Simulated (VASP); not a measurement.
Runs of VASP 6.6.1 on BN. The structure is hexagonal, space group P6_3/mmc (No. 194). Conventional cell: a = 2.506 Å, b = 2.506 Å, c = 6.653 Å, α = 90.00°, β = 90.00°, γ = 120.00°. Within 1.9 Å of B (site symmetry -6m2) lie 3 N at 1.45 Å. N (site symmetry -6m2) has 3 B at 1.45 Å within 1.9 Å. 

```csv
level,grid for exact exchange (PRECFOCK),share of exact exchange,gap on the mesh (eV),pressure (GPa)
PBE,-,-,4.28,3.0
r2SCANh,Normal,0.1,(a),(c)
PBE-based global hybrid with 20 % exact exchange,Normal,0.2,(b),-1.1
HF,Normal,1,13.26,-2.9
PBE-based global hybrid with 10 % exact exchange,Normal,0.1,5.10,0.9
```

Alike in all rows: task single point; potentials or basis VASP PAW PBE potentials, release 64 (B, N); no spin polarisation; cell as given; k mesh 6 × 6 × 2; cutoff (eV) 520; smearing gaussian 0.05 eV.

Task: Estimate the missing entries.

Result: (a) 5.62; (b) 5.93; (c) -2.1.

Caveats: all runs use coarse meshes; the PAW data sets were made with another functional, which shifts forces and pressure a little (at least some runs); this functional lacks dispersion, which binds layers or chains, so the pressure and a relaxed spacing across them are unreliable (at least some runs).

A k mesh can miss the band edges.
